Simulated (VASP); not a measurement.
Write the native input for VASP 6.6.1 that does the following.

| Property | Result |
| --- | --- |
| Task | single point |
| Functional | BLYP |
| Dispersion | D4 |
| Potentials or basis | VASP PAW PBE potentials, release 64 (Al, O) |
| Cutoff | 520 eV |
| k mesh | 7 × 7 × 7 |
| Occupations | fermi-dirac, width 0.05 eV |
| Spin | no spin polarisation |
| Dipole correction | no |
| Further INCAR settings | ALGO = Normal; EDIFF = 1e-07; NBANDS = 35 |

The structure of Al2O3 lies in POSCAR:

```
Al2O3
1.0
    2.3853156525      1.3771626341      4.3396170831
   -2.3853156525      1.3771626341      4.3396170831
    0.0000000000     -2.7543252682      4.3396170831
Al O
4 6
Direct
    0.8523944167      0.8523944167      0.8523944167
    0.6476055833      0.6476055833      0.6476055833
    0.1476055833      0.1476055833      0.1476055833
    0.3523944167      0.3523944167      0.3523944167
    0.0570077931      0.7500000000      0.4429922069
    0.7500000000      0.4429922069      0.0570077931
    0.4429922069      0.0570077931      0.7500000000
    0.9429922069      0.2500000000      0.5570077931
    0.2500000000      0.5570077931      0.9429922069
    0.5570077931      0.9429922069      0.2500000000
```

These files were run (other wordings do the same):

INCAR

```
SYSTEM = Al2O3
AGGAC = 1.0
AGGAX = 1.0
ALDAC = 0.0
ALDAX = 1.0
ALGO = Normal
EDIFF = 1E-7
ENCUT = 520
GGA = B5
ISIF = 2
ISMEAR = -1
IVDW = 13
LASPH = .True.
LCHARG = .False.
LREAL = .False.
LWAVE = .False.
NBANDS = 35
NELM = 80
PREC = Accurate
SIGMA = 0.05
VDW_A1 = 0.44488865
VDW_A2 = 4.0933009
VDW_S6 = 1.0
VDW_S8 = 2.34076671
```

KPOINTS

```
k-points
0
Gamma
  7 7 7
  0 0 0
```

Potentials or basis: VASP PAW PBE potentials, release 64 (Al, O).

Run with:

```bash
$ cat potpaw_PBE.64/Al/POTCAR potpaw_PBE.64/O/POTCAR > POTCAR
$ mpirun -np 1 vasp_std > vasp.out
```

Results of the run:

```
Pressure                   : 0.6 GPa
Largest force              : 0.016 eV/Å
Band gap on the k mesh     : 6.39 eV
Dispersion energy per atom : -0.517 eV
```

Caveat: the PAW data sets were made with another functional, which shifts forces and pressure a little.

It took 110 s on 1 thread of AMD EPYC 9R45 96-Core Processor (Zen 5), on a shared host, peak memory 0.25 GiB.
